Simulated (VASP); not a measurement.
# TiB (I-4m2) in VASP: further runs

TiB is run at these levels: r2SCAN; tasks: single point.

Program: VASP 6.6.1. These are calculated values, not measurements. Logs are shortened: lines on timing, memory, paths and dates and some standing lists are left out, and cuts for length are marked.

## Step 1: The cell of the first run

Symmetry: I-4m2, No. 119, tetragonal system. The conventional cell has a = 2.596 Å, b = 2.596 Å, c = 5.506 Å, α = 90.00°, β = 90.00°, γ = 90.00°. Ti (site symmetry -4m2) has 4 B at 1.89 Å and 4 Ti at 2.60 Å within 2.6 Å. Within 2.6 Å of B (site symmetry -4m2) lie 4 Ti at 1.89 Å and 4 B at 2.60 Å.

## Step 2: Single point, r2SCAN

File POSCAR:

```
TiB
1.0
    0.0000000000      1.8353925564      2.7530888346
    1.8353925564      0.0000000000      2.7530888346
    1.8353925564      1.8353925564      0.0000000000
Ti B
1 1
Direct
    0.7500000000      0.7500000000      0.7500000000
    0.0000000000      0.0000000000      0.0000000000
```

File INCAR.step1:

```
SYSTEM = TiB
  ALGO = Normal
  EDIFF = 1E-4
  ENCUT = 520
  GGA = PE
  ISMEAR = 0
  LASPH = .TRUE.
  LCHARG = .FALSE.
  LREAL = .FALSE.
  LWAVE = .TRUE.
  NBANDS = 14
  NELM = 80
  PREC = Accurate
  SIGMA = 0.15
```

File INCAR.step2:

```
SYSTEM = TiB
  ALGO = Normal
  EDIFF = 1E-6
  ENCUT = 520
  ISIF = 2
  ISMEAR = 0
  ISTART = 1
  LASPH = .TRUE.
  LCHARG = .FALSE.
  LMIXTAU = .TRUE.
  LREAL = .FALSE.
  LWAVE = .FALSE.
  METAGGA = R2SCAN
  NBANDS = 14
  NELM = 80
  PREC = Accurate
  SIGMA = 0.15
```

File KPOINTS:

```
k-points
0
G
  22 22 22
  0 0 0
```

Potentials or basis: VASP PAW PBE potentials, release 64 (Ti_sv, B).

The run is started by

```sh
$ cat potpaw_PBE.64/Ti_sv/POTCAR potpaw_PBE.64/B/POTCAR > POTCAR
$ cp INCAR.step1 INCAR
$ mpirun -np 1 vasp_std > vasp.out
$ cp INCAR.step2 INCAR
$ mpirun -np 1 vasp_std > vasp.out
```

OUTCAR:

```text
SYSTEM = TiB
   EDIFF = 1E-6
   ENCUT = 520
   ISIF = 2
   ISMEAR = 0
   ISTART = 1
   LASPH = .TRUE.
   LREAL = .FALSE.
   METAGGA = R2SCAN
   NELM = 80
   PREC = Accurate

 ion  position               nearest neighbor table
   1  0.750  0.750  0.750-   2 1.89   2 1.89   2 1.89   2 1.89
   2  0.000  0.000  0.000-   1 1.89   1 1.89   1 1.89   1 1.89

  LATTYP: Found a body centered tetragonal cell.
 ALAT       =     2.5956370455
 C/A-ratio  =     2.1213203436

  Lattice vectors:

 A1 = (  -1.8353925564,   0.0000000000,   2.7530888346)
 A2 = (   1.8353925564,   0.0000000000,   2.7530888346)
 A3 = (   0.0000000000,   1.8353925564,  -2.7530888346)

Analysis of symmetry for initial positions (statically):
=====================================================================
 Subroutine PRICEL returns:
 Original cell was already a primitive cell.

 Routine SETGRP: Setting up the symmetry group for a
 body centered tetragonal supercell.

 Subroutine GETGRP returns: Found  8 space group operations
 (whereof  8 operations were pure point group operations)
 out of a pool of 16 trial point group operations.

The static configuration has the point symmetry D_2d.

Analysis of symmetry for dynamics (positions and initial velocities):
=====================================================================
 Subroutine PRICEL returns:
 Original cell was already a primitive cell.

 Routine SETGRP: Setting up the symmetry group for a
 body centered tetragonal supercell.

 Subroutine GETGRP returns: Found  8 space group operations
 (whereof  8 operations were pure point group operations)
 out of a pool of 16 trial point group operations.

The dynamic configuration has the point symmetry D_2d.

 Subroutine INISYM returns: Found  8 space group operations
 (whereof  8 operations are pure point group operations),
 and found     1 'primitive' translations

----------------------------------------------------------------------------------------

                                     Primitive cell

  volume of cell :      18.5485

  direct lattice vectors                    reciprocal lattice vectors
     0.000000000  1.835392556  2.753088835    -0.272421286  0.272421286  0.181614190
     1.835392556  0.000000000  2.753088835     0.272421286 -0.272421286  0.181614190
     1.835392556  1.835392556  0.000000000     0.272421286  0.272421286 -0.181614190

  length of vectors
     3.308800986  3.308800986  2.595637046     0.425923031  0.425923031  0.425923031

  position of ions in fractional coordinates (direct lattice)
     0.750000000  0.750000000  0.750000000
     0.000000000  0.000000000  0.000000000

  ion indices of the primitive-cell ions
   primitive index   ion index
                 1           1
                 2           2

----------------------------------------------------------------------------------------

 KPOINTS: k-points

Automatic generation of k-mesh.
 Grid dimensions read from file:
 generate k-points for:   22   22   22

 Generating k-lattice:

  Cartesian coordinates                     Fractional coordinates (reciprocal lattice)
    -0.012382786  0.012382786  0.008255190     0.045454545  0.000000000  0.000000000
     0.012382786 -0.012382786  0.008255190     0.000000000  0.045454545  0.000000000
     0.012382786  0.012382786 -0.008255190     0.000000000  0.000000000  0.045454545

  Length of vectors
     0.019360138  0.019360138  0.019360138

  Shift w.r.t. Gamma in fractional coordinates (k-lattice)
     0.000000000  0.000000000  0.000000000

 Subroutine IBZKPT returns following result:
 ===========================================

 Found    834 irreducible k-points:

 Following reciprocal coordinates:
            Coordinates               Weight
  0.000000  0.000000  0.000000      1.000000
  0.045455  0.000000  0.000000      8.000000
  0.090909  0.000000  0.000000      8.000000
  0.136364  0.000000  0.000000      8.000000
  0.181818  0.000000  0.000000      8.000000
  0.227273 -0.000000  0.000000      8.000000
[... 16 lines left out ...]
  0.500000  0.045455  0.000000      8.000000
 -0.454545  0.045455  0.000000      8.000000
 [... further k-points ...]
   k-points           NKPTS =    834   k-points in BZ     NKDIM =    834   number of bands    NBANDS=     14
   number of dos      NEDOS =    301   number of ions     NIONS =      2
   total plane-waves  NPLWV =  15680
   dimension x,y,z NGX =    28 NGY =   28 NGZ =   20
   dimension x,y,z NGXF=    56 NGYF=   56 NGZF=   40
   ions per type =               1   1
   NGX,Y,Z   is equivalent  to a cutoff of  14.07, 14.07, 12.81 a.u.
   NGXF,Y,Z  is equivalent  to a cutoff of  28.14, 28.14, 25.62 a.u.
 SYSTEM =  TiB
   PREC   = accura    normal or accurate (medium, high low for compatibility)
   ISTART =      1    job   : 0-new  1-cont  2-samecut
   ICHARG =      0    charge: 1-file 2-atom 10-const
   ISPIN  =      1    spin polarized calculation?
   LNONCOLLINEAR =      F non collinear calculations
   LSORBIT =      F    spin-orbit coupling
   LASPH  =      T    aspherical Exc in radial PAW
   ENCUT  =  520.0 eV  38.22 Ry    6.18 a.u.   6.15  6.15  4.83*2*pi/ulx,y,z
   NELM   =     80;   NELMIN=  2; NELMDL=  0     # of ELM steps
   EDIFF  = 0.1E-05   stopping-criterion for ELM
   LREAL  =      F    real-space projection
   EDIFFG = 0.1E-04   stopping-criterion for IOM
   NSW    =      0    number of steps for IOM
   IBRION =     -1    ionic relax: 0-MD 1-quasi-New 2-CG
   NFREE  =      0    steps in history (QN), initial steepest desc. (CG)
   ISIF   =      2    stress and relaxation
   ISYM   =      2    0-nonsym 1-usesym 2-fastsym
   POTIM  = 0.5000    time-step for ionic-motion
   TEBEG  =    0.0;   TEEND  =   0.0 temperature during run
   PSTRESS=    0.0 pullay stress
   NELECT =      15.0000    total number of electrons
   NUPDOWN=      -1.0000    fix difference up-down
   EMIN   =  10.00;   EMAX   =-10.00  energy-range for DOS
   EFERMI =   0.00;   METHOD = LEGACY
   ISMEAR =     0;   SIGMA  =   0.15  broadening in eV -4-tet -1-fermi 0-gaus
   EFERMI_NEDOS =   21; number of points for ismear=-14 and -15
   IALGO  =     38    algorithm
   IMIX   =      4    mixing-type and parameters
     AMIX     =   0.40;   BMIX     =  1.00
     AMIX_MAG =   1.60;   BMIX_MAG =  1.00
  volume/ion in A,a.u.               =       9.27        62.59
  Fermi-wavevector in a.u.,A,eV,Ry     =   1.525232  2.882270 31.651671  2.326332
  Thomas-Fermi vector in A             =   2.633430
   LORBIT       =      0    0 simple, 1 ext, 2 COOP (PROOUT), +10 PAW based schemes
   METAGGA = R2SCAN    functional components
   LHFCALC =     F    Hartree Fock is set to
   AEXX    =    0.0000 exact exchange contribution
   IVDW    =     0    specifies the selected vdW correction
   LEPSILON=     F    determine dielectric tensor
   LRPA    =     F    only Hartree local field effects (RPA)
 non-spin polarized calculation
 Gauss-broadening in eV      SIGMA  =   0.15
  energy-cutoff  :      520.00
  volume of cell :       18.55
 maximum number of plane-waves:       514
 NGX is ok and might be reduce to    28
   NGX = 13   NGY = 13   NGZ =  9

 number of electron      14.9999998 magnetization

 Free energy of the ion-electron system (eV)
  ---------------------------------------------------
  ext. energy  EPLUGINS =         0.00000000
  ---------------------------------------------------
  free energy    TOTEN  =       -16.46571869 eV

  energy without entropy =      -16.45358247  energy(sigma->0) =      -16.45965058

 E-fermi :  10.5577     XC(G=0): -13.7376

 val. band max:       10.5575253000   @ k =   0.5000   0.0455   0.1364
 cond. band min:      10.5587141704   @ k =   0.3182   0.1364   0.0455
 fundamental gap:      0.0011888704
 Fermi energy:        10.5577287300

 k-point     1 :       0.0000    0.0000    0.0000
  band No.  band energies     occupation
      1     -47.5997      2.00000
      2     -23.0450      2.00000
      3     -22.2796      2.00000
      4     -22.2796      2.00000
      5      -0.5510      2.00000
      6       7.3557      2.00000
      7       9.6948      2.00000
      8       9.6948      2.00000
      9       9.9714      2.00000
     10      15.4223      0.00000
     11      16.6350      0.00000
     12      23.1048      0.00000
     13      23.1049      0.00000
     14      24.2951      0.00000

 k-point     2 :       0.0455    0.0000    0.0000
  band No.  band energies     occupation
      1     -47.5959      2.00000
      2     -23.0461      2.00000
      3     -22.3055      2.00000
      4     -22.2782      2.00000
      5      -0.4892      2.00000
      6       7.3703      2.00000
      7       9.5683      2.00000
      8       9.7283      2.00000
      9      10.0285      2.00000
     10      15.3658      0.00000
     11      16.7317      0.00000
     12      22.8505      0.00000
     13      23.0621      0.00000
     14      24.4241      0.00000

 k-point     3 :       0.0909    0.0000    0.0000
  band No.  band energies     occupation
      1     -47.5848      2.00000
      2     -23.0495      2.00000
      3     -22.3804      2.00000
      4     -22.2743      2.00000
      5      -0.3068      2.00000
      6       7.3987      2.00000
      7       9.2576      2.00000
      8       9.8267      2.00000
      9      10.1804      1.99963
     10      15.2055      0.00000
     11      16.9675      0.00000
     12      22.2563      0.00000
     13      22.9380      0.00000
     14      24.7452      0.00000

 k-point     4 :       0.1364    0.0000    0.0000
  band No.  band energies     occupation
      1     -47.5672      2.00000
      2     -23.0554      2.00000
      3     -22.4966      2.00000
      4     -22.2680      2.00000
      5      -0.0125      2.00000
      6       7.3903      2.00000
      7       8.8840      2.00000
      8       9.9843      2.00000
      9      10.4294      1.77362
     10      14.9663      0.00000
     11      17.2066      0.00000
     12      21.5665      0.00000
     13      22.7420      0.00000
     14      25.1898      0.00000

 k-point     5 :       0.1818    0.0000    0.0000
  band No.  band energies     occupation
      1     -47.5445      2.00000
      2     -23.0648      2.00000
      3     -22.6419      2.00000
      4     -22.2600      2.00000
      5       0.3794      2.00000
      6       7.2606      2.00000
      7       8.5897      2.00000
      8      10.1906      1.99946
      9      10.7794      0.03663
     10      14.6826      0.00000
     11      17.2793      0.00000
[... 276 lines left out ...]
 k-point    22 :       0.4545    0.0455    0.0000
  band No.  band energies     occupation
      1     -47.4219      2.00000
      2     -23.4397      2.00000
      3     -23.0613      2.00000
      4     -22.2199      2.00000
      5       2.8557      2.00000
      6       6.3422      2.00000
      7       7.9965      2.00000
      8      11.2992      0.00000
      9      12.2497      0.00000
     10      13.8411      0.00000
     11      16.1294      0.00000
     12      18.7670      0.00000
     13      20.6142      0.00000
     14      24.3901      0.00000

 k-point    23 :       0.5000    0.0455    0.0000
  band No.  band energies     occupation
      1     -47.4112      2.00000
      2     -23.5000      2.00000
      3     -23.0612      2.00000
      4     -22.2146      2.00000
      5       3.0453      2.00000
      6       6.3107      2.00000
      7       7.8692      2.00000
      8      11.3296      0.00000
      9      12.2251      0.00000
     10      13.7959      0.00000
     11      16.7590      0.00000
     12      18.2098      0.00000
     13      20.5645      0.00000
     14      24.2392      0.00000

 k-point    24 :      -0.4545    0.0455    0.0000
  band No.  band energies     occupation
      1     -47.4082      2.00000
      2     -23.5183      2.00000
      3     -23.0566      2.00000
      4     -22.2118      2.00000
      5       3.0972      2.00000
      6       6.1507      2.00000
      7       7.9036      2.00000
      8      11.3186      0.00000
      9      12.3004      0.00000
     10      13.7420      0.00000
     11      17.1025      0.00000
     12      18.0279      0.00000
     13      20.6504      0.00000
     14      24.0854      0.00000

 [... further k-points ...]
[... 5 lines left out ...]
  --------------------------------------------------------------------------------------
  -------------------------------------------------------------------------------------
  Total       11.1890949     11.1890949     14.8638399      0.0000000      0.0000000      0.0000000
  in kB      966.4900460    966.4900460   1283.9066499      0.0000000      0.0000000      0.0000000
  external PRESSURE =    1072.2955806 kB  Pullay stress =       0.0000000 kB

 VOLUME and BASIS-vectors are now :
 -----------------------------------------------------------------------------
  energy-cutoff  :      520.00
  volume of cell :       18.55
      direct lattice vectors                 reciprocal lattice vectors
     0.000000000  1.835392556  2.753088835    -0.272421286  0.272421286  0.181614190
     1.835392556  0.000000000  2.753088835     0.272421286 -0.272421286  0.181614190
     1.835392556  1.835392556  0.000000000     0.272421286  0.272421286 -0.181614190

 POSITION                                       TOTAL-FORCE (eV/Angst)
 -----------------------------------------------------------------------------------
      2.75309      2.75309      4.12963         0.000000      0.000000      0.000000
      0.00000      0.00000      0.00000        -0.000000     -0.000000     -0.000000
 -----------------------------------------------------------------------------------
    total drift:                               -0.000003     -0.000003      0.000004

  FREE ENERGIE OF THE ION-ELECTRON SYSTEM (eV)
  ---------------------------------------------------
  free  energy   TOTEN  =       -16.4657186853 eV

  energy  without entropy=      -16.4535824685  energy(sigma->0) =      -16.45965058
```

Run time: 9.8 min. Hardware: 1 thread of Intel Xeon 6975P-C (Granite Rapids), shared host; peak memory 0.34 GiB.

Results:

| Property | Result |
| --- | --- |
| Free energy | -16.4657 eV |
| Pressure | 107.2 GPa |
| Band gap on the k mesh | zero (an odd number of electrons rules out a gap without spin polarisation) |

Caveat: the cell stands under pressure; the PAW data sets were made with another functional, which shifts forces and pressure a little.

[end of part 1 of 2]
